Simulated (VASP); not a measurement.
# Ni in VASP: notebook

Ni is run at these levels: PBE; tasks: single point.

Everything below comes from runs of VASP 6.6.1. Logs are shortened: lines on timing, memory, paths and dates and some standing lists are left out, and cuts for length are marked.

## (1) The cell of the first run

The cell holds a slab with vacuum, 4 atoms: a = 2.489 Å, b = 2.489 Å, c = 21.281 Å, α = 90.00°, β = 90.00°, γ = 90.00°.

## (2) Single point, PBE, collinear spin, ferromagnetic start

Contents of INCAR:

```
SYSTEM = Ni
PREC     = Accurate       ! precision mode
ENCUT    = 520            ! plane-wave cutoff, eV
EDIFF    = 1E-7           ! SCF threshold, eV
ISMEAR   = -1             ! smearing method
SIGMA    = 0.1            ! smearing width, eV
LREAL    = .False.        ! projectors in reciprocal space
LASPH    = .True.         ! aspherical terms in the spheres
NELM     = 150            ! most SCF steps
ALGO     = Normal         ! electronic algorithm
ISIF     = 2              ! what is computed and relaxed
LWAVE    = .False.        ! write WAVECAR
LCHARG   = .False.        ! write CHGCAR
ISPIN    = 2              ! spin polarisation
MAGMOM   = 1 1 1 1        ! initial moments
LORBIT   = 11             ! projections on sites
LMAXMIX  = 4              ! l up to which the mixer works
LDIPOL   = .True.       
IDIPOL   = 3            
DIPOL    = 0.5 0.5 0.500
GGA      = PE             ! functional
NBANDS   = 32             ! bands
```

Contents of KPOINTS:

```
Automatic mesh
0
Gamma
  16 16 1
  0 0 0
```

Contents of POSCAR:

```
Ni
1.0
    2.4893867674      0.0000000000      0.0000000000
    0.0000000000      2.4893867674      0.0000000000
    0.0000000000      0.0000000000     21.2808000000
Ni
4
Direct
    0.2500000000      0.2500000000      0.3759260274
    0.7500000000      0.7500000000      0.4586420088
    0.2500000000      0.2500000000      0.5413579907
    0.7500000000      0.7500000000      0.6240739726
```

Potentials or basis: VASP PAW PBE potentials, release 64 (Ni).

Run with:

```console
$ cat potpaw_PBE.64/Ni/POTCAR > POTCAR
$ mpirun -np 1 vasp_std > vasp.out
```

OUTCAR:

```text
SYSTEM = Ni
   PREC = Accurate
   ENCUT = 520
   EDIFF = 1E-7
   ISMEAR = -1
   LREAL = .False.
   LASPH = .True.
   NELM = 150
   ISIF = 2
   ISPIN = 2
   LORBIT = 11
   GGA = PE

 ion  position               nearest neighbor table
   1  0.250  0.250  0.376-   2 2.49   2 2.49   2 2.49   2 2.49
   2  0.750  0.750  0.459-   1 2.49   1 2.49   1 2.49   1 2.49   3 2.49   3 2.49   3 2.49   3 2.49

   3  0.250  0.250  0.541-   2 2.49   4 2.49   2 2.49   4 2.49   2 2.49   4 2.49   2 2.49   4 2.49

   4  0.750  0.750  0.624-   3 2.49   3 2.49   3 2.49   3 2.49

  LATTYP: Found a simple tetragonal cell.
 ALAT       =     2.4893867674
 C/A-ratio  =     8.5486113603

  Lattice vectors:

 A1 = (   2.4893867674,   0.0000000000,   0.0000000000)
 A2 = (   0.0000000000,   2.4893867674,   0.0000000000)
 A3 = (   0.0000000000,   0.0000000000,  21.2808000000)

Analysis of symmetry for initial positions (statically):
=====================================================================
 Subroutine PRICEL returns:
 Original cell was already a primitive cell.

 Routine SETGRP: Setting up the symmetry group for a
 simple tetragonal supercell.

 Subroutine GETGRP returns: Found 16 space group operations
 (whereof  4 operations were pure point group operations)
 out of a pool of 16 trial point group operations.

The static configuration has the point symmetry C_2h.
 The point group associated with its full space group is D_4h.

Analysis of symmetry for dynamics (positions and initial velocities):
=====================================================================
 Subroutine PRICEL returns:
 Original cell was already a primitive cell.

 Routine SETGRP: Setting up the symmetry group for a
 simple tetragonal supercell.

 Subroutine GETGRP returns: Found 16 space group operations
 (whereof  4 operations were pure point group operations)
 out of a pool of 16 trial point group operations.

The dynamic configuration has the point symmetry C_2h.
 The point group associated with its full space group is D_4h.

Analysis of structural, dynamic, and magnetic symmetry:
=====================================================================
 Subroutine PRICEL returns:
 Original cell was already a primitive cell.

 Routine SETGRP: Setting up the symmetry group for a
 simple tetragonal supercell.

 Subroutine GETGRP returns: Found 16 space group operations
 (whereof  4 operations were pure point group operations)
 out of a pool of 16 trial point group operations.

The overall configuration has the point symmetry C_2h.
[... 140 lines left out ...]
   NGX =  9   NGY =  9   NGZ = 79

 dipolmoment           0.000000      0.000000     -0.000000 electrons x Angstroem

 number of electron      39.9999973 magnetization       2.6685070

 dipolmoment           0.000000      0.000000      0.000000 electrons x Angstroem

 Free energy of the ion-electron system (eV)
  ---------------------------------------------------
  ext. energy  EPLUGINS =         0.00000000
  ---------------------------------------------------
  free energy    TOTEN  =       -20.26822686 eV

  energy without entropy =      -20.02571574  energy(sigma->0) =      -20.14697130

 E-fermi :  -0.0954     XC(G=0):  -5.3135

 val. band max:       -0.0982710040   @ k =   0.3125   0.3125   0.0000
 cond. band min:      -0.0939145013   @ k =   0.3750   0.3750   0.0000
 fundamental gap:      0.0043565028
 Fermi energy:        -0.0953643284

 spin component 1

 k-point     1 :       0.0000    0.0000    0.0000
  band No.  band energies     occupation
      1      -8.4312      1.00000
      2      -6.7178      1.00000
      3      -4.8478      1.00000
      4      -4.5301      1.00000
      5      -4.0329      1.00000
      6      -3.4867      1.00000
[... 829 lines left out ...]
     31      11.0570      0.00000
     32      11.0570      0.00000

 [... further k-points ...]

 spin component 2

 k-point     1 :       0.0000    0.0000    0.0000
  band No.  band energies     occupation
      1      -8.4600      1.00000
      2      -6.7278      1.00000
      3      -4.7392      1.00000
      4      -4.2121      1.00000
      5      -3.4332      1.00000
      6      -2.8452      1.00000
[... 829 lines left out ...]
     31      11.0163      0.00000
     32      11.0163      0.00000

 [... further k-points ...]

------------------------ aborting loop because EDIFF is reached ----------------------------------------

 vacuum level on the upper side and lower side of the slab       (xc-potential included)        -0.009        -0.009

  FORCE on cell =-STRESS in cart. coord.  units (eV):
  Direction    XX          YY          ZZ          XY          YZ          ZX
  --------------------------------------------------------------------------------------
  -------------------------------------------------------------------------------------
  Total       -2.1025572     -2.1025572     -0.9778499      0.0000000      0.0000000     -0.0000000
  in kB      -25.5438111    -25.5438111    -11.8798264      0.0000000      0.0000000     -0.0000000
  external PRESSURE =     -20.9891495 kB  Pullay stress =       0.0000000 kB

 VOLUME and BASIS-vectors are now :
 -----------------------------------------------------------------------------
  energy-cutoff  :      520.00
  volume of cell :      131.88
      direct lattice vectors                 reciprocal lattice vectors
     2.489386767  0.000000000  0.000000000     0.401705357  0.000000000  0.000000000
     0.000000000  2.489386767  0.000000000     0.000000000  0.401705357  0.000000000
     0.000000000  0.000000000 21.280800000     0.000000000  0.000000000  0.046990715

 POSITION                                       TOTAL-FORCE (eV/Angst)
 -----------------------------------------------------------------------------------
      0.62235      0.62235      8.00001         0.000000     -0.000000      0.312018
      1.86704      1.86704      9.76027         0.000000      0.000000     -0.379273
      0.62235      0.62235     11.52053        -0.000000     -0.000000      0.379273
      1.86704      1.86704     13.28079        -0.000000      0.000000     -0.312018
 -----------------------------------------------------------------------------------
    total drift:                               -0.000000     -0.000000      0.000007

  FREE ENERGIE OF THE ION-ELECTRON SYSTEM (eV)
  ---------------------------------------------------
  free  energy   TOTEN  =       -20.2682268625 eV

  energy  without entropy=      -20.0257157353  energy(sigma->0) =      -20.14697130

 vacuum level on the upper side and lower side of the slab         4.846         4.846

 total charge

# of ion       s       p       d       tot
------------------------------------------
    1        0.469   0.334   8.318   9.122
    2        0.492   0.493   8.311   9.297
    3        0.492   0.493   8.311   9.297
    4        0.469   0.334   8.318   9.122
--------------------------------------------------
tot          1.924   1.655  33.258  36.837

 magnetization (x)

# of ion       s       p       d       tot
------------------------------------------
    1       -0.002  -0.018   0.741   0.721
    2       -0.007  -0.024   0.677   0.645
    3       -0.007  -0.024   0.677   0.645
    4       -0.002  -0.018   0.741   0.721
--------------------------------------------------
tot         -0.019  -0.083   2.836   2.733
```

stdout:

```text
POSCAR found type information on POSCAR Ni
 POSCAR found :  1 types and       4 ions
 scaLAPACK will be used
 LDA part: xc-table for (Slater+PW92), standard interpolation
 POSCAR, INCAR and KPOINTS ok, starting setup
 FFT: planning ... GRIDC
 FFT: planning ... GRID_SOFT
 FFT: planning ... GRID
 WAVECAR not read
 entering main loop
```

It took 14 min on 1 thread of Intel Xeon Platinum 8259CL at 2.50GHz (Skylake/Cascade Lake), shared host; peak memory 0.45 GiB.

What came out:

```
Free energy                                           : -20.2682 eV
Largest force                                         : 0.379 eV/Å
Net moment                                            : 2.67 μB per cell
Site moments                                          : Ni +0.72, +0.65 (each value once) μB
Valence electrons inside the program's atomic spheres : Ni 9.12, 9.30 (each value once)
```

Forces in eV/Å, atoms in the order of the input:
```
Ni   0.000  0.000  0.312
Ni   0.000  0.000 -0.379
Ni   0.000  0.000  0.379
Ni   0.000  0.000 -0.312
```

## (3) Single point, PBE, collinear spin, ferromagnetic start

This run uses another cell than the first one.

Contents of INCAR:

```
SYSTEM = Ni
PREC = Accurate
ENCUT = 520
EDIFF = 1E-6
ISMEAR = -1
SIGMA = 0.1
LREAL = .False.
LASPH = .True.
NELM = 150
ALGO = Normal
ISIF = 2
LWAVE = .False.
LCHARG = .False.
ISPIN = 2
MAGMOM = 1 1 1 1
LORBIT = 11
LMAXMIX = 4
LDIPOL = .True.
IDIPOL = 3
DIPOL = 0.5 0.5 0.500
GGA = PE
NBANDS = 32
```

Contents of KPOINTS:

```
regular mesh
0
Gamma
  16 16 1
  0 0 0
```

Contents of POSCAR:

```
Ni
1.0
    2.4893867674      0.0000000000      0.0000000000
    0.0000000000      2.4893867674      0.0000000000
    0.0000000000      0.0000000000     18.1782000000
Ni
4
Direct
    0.2500000000      0.2500000000      0.3575708074
    0.7500000000      0.7500000000      0.4508338395
    0.2500000000      0.2500000000      0.5491663578
    0.7500000000      0.7500000000      0.6424291926
```

Potentials or basis: VASP PAW PBE potentials, release 64 (Ni).

Run with:

```console
$ cat potpaw_PBE.64/Ni/POTCAR > POTCAR
$ mpirun -np 1 vasp_std > vasp.out
```

Run time: 6.8 min. Hardware: 1 thread of Oxide Virtual Turin-like, shared host; peak memory 0.37 GiB.

It converged, with:

```yaml
Free_energy: -20.2897 eV
Largest_force: 0.008 eV/Å
Net_moment: 2.66 μB per cell
Site_moments: Ni +0.72, +0.64 (each value once) μB
Valence_electrons_inside_the_program's_atomic_spheres: Ni 9.15, 9.32 (each value once)
```

Forces in eV/Å, atoms in the order of the input:
```
Ni   0.000  0.000 -0.004
Ni   0.000  0.000  0.008
Ni   0.000  0.000 -0.008
Ni   0.000  0.000  0.004
```

Levels at points of the mesh, in eV from the Fermi level:
Spin up:
| k point | band 17 | band 18 | band 19 | band 20 | band 21 | band 22 | band 23 | band 24 | band 25 | band 26 |
| --- | --- | --- | --- | --- | --- | --- | --- | --- | --- | --- |
| (0.00, 0.00, 0.00) | -0.99 | -0.91 | -0.91 | -0.66 | -0.56 | -0.53 | -0.53 | 0.23 | 1.87 | 4.79 |
| (0.50, 0.00, 0.00) | -0.96 | -0.96 | -0.62 | -0.62 | 0.60 | 0.60 | 1.01 | 1.01 | 4.58 | 4.58 |
| (0.50, 0.50, 0.00) | -0.47 | -0.47 | -0.22 | -0.22 | 3.48 | 3.48 | 5.85 | 5.85 | 9.05 | 9.05 |
Spin down:
| k point | band 16 | band 17 | band 18 | band 19 | band 20 | band 21 |
| --- | --- | --- | --- | --- | --- | --- |
| (0.00, 0.00, 0.00) | -0.55 | -0.29 | -0.08 | -0.08 | 0.13 | 0.20 |
| (0.50, 0.00, 0.00) | -0.55 | -0.13 | -0.13 | 0.19 | 0.19 | 0.89 |
| (0.50, 0.50, 0.00) | 0.03 | 0.35 | 0.35 | 0.63 | 0.63 | 3.53 |

## (4) Single point, PBE, collinear spin, ferromagnetic start

This run uses another cell than the first one.

Contents of INCAR:

```
ALGO = Normal ; DIPOL = 0.5 0.5 0.500
EDIFF = 1E-7 ; ENCUT = 520
GGA = PE ; IDIPOL = 3
ISIF = 2 ; ISMEAR = -1
ISPIN = 2 ; LASPH = T
LCHARG = F ; LDIPOL = T
LMAXMIX = 4 ; LORBIT = 11
LREAL = F ; LWAVE = F
MAGMOM = 1 1 1 1 ; NBANDS = 32
NELM = 150 ; PREC = Accurate
SIGMA = 0.1
```

Contents of KPOINTS:

```
k-points
0
Gamma
  16 16 1
```

POSCAR is that of step 3.

Run with:

```console
$ cat potpaw_PBE.64/Ni/POTCAR > POTCAR
$ mpirun -np 1 vasp_std > vasp.out
```

Run time: 8.1 min. Hardware: 1 thread of Oxide Virtual Turin-like, shared host; peak memory 0.37 GiB.

The run converged. Its results:

```yaml
Free_energy: -20.2897 eV
Largest_force: 0.008 eV/Å
Net_moment: 2.66 μB per cell
Site_moments: Ni +0.72, +0.64 (each value once) μB
Valence_electrons_inside_the_program's_atomic_spheres: Ni 9.15, 9.32 (each value once)
```

Forces in eV/Å, atoms in the order of the input:
```
Ni   0.000  0.000 -0.004
Ni   0.000  0.000  0.008
Ni   0.000  0.000 -0.008
Ni   0.000  0.000  0.004
```

Levels at points of the mesh, in eV from the Fermi level:
Spin up:
| k point | band 18 | band 19 | band 20 | band 21 | band 22 | band 23 | band 24 | band 25 |
| --- | --- | --- | --- | --- | --- | --- | --- | --- |
| (0.00, 0.00, 0.00) | -0.91 | -0.91 | -0.66 | -0.56 | -0.53 | -0.53 | 0.23 | 1.87 |
| (0.50, 0.00, 0.00) | -0.96 | -0.62 | -0.62 | 0.60 | 0.60 | 1.01 | 1.01 | 4.58 |
| (0.50, 0.50, 0.00) | -0.47 | -0.22 | -0.22 | 3.48 | 3.48 | 5.85 | 5.85 | 9.05 |
Spin down:
| k point | band 15 | band 16 | band 17 | band 18 | band 19 | band 20 | band 21 | band 22 |
| --- | --- | --- | --- | --- | --- | --- | --- | --- |
| (0.00, 0.00, 0.00) | -0.71 | -0.55 | -0.29 | -0.08 | -0.08 | 0.13 | 0.20 | 0.32 |
| (0.50, 0.00, 0.00) | -0.55 | -0.55 | -0.13 | -0.13 | 0.19 | 0.19 | 0.89 | 0.89 |
| (0.50, 0.50, 0.00) | 0.03 | 0.03 | 0.35 | 0.35 | 0.63 | 0.63 | 3.53 | 3.53 |
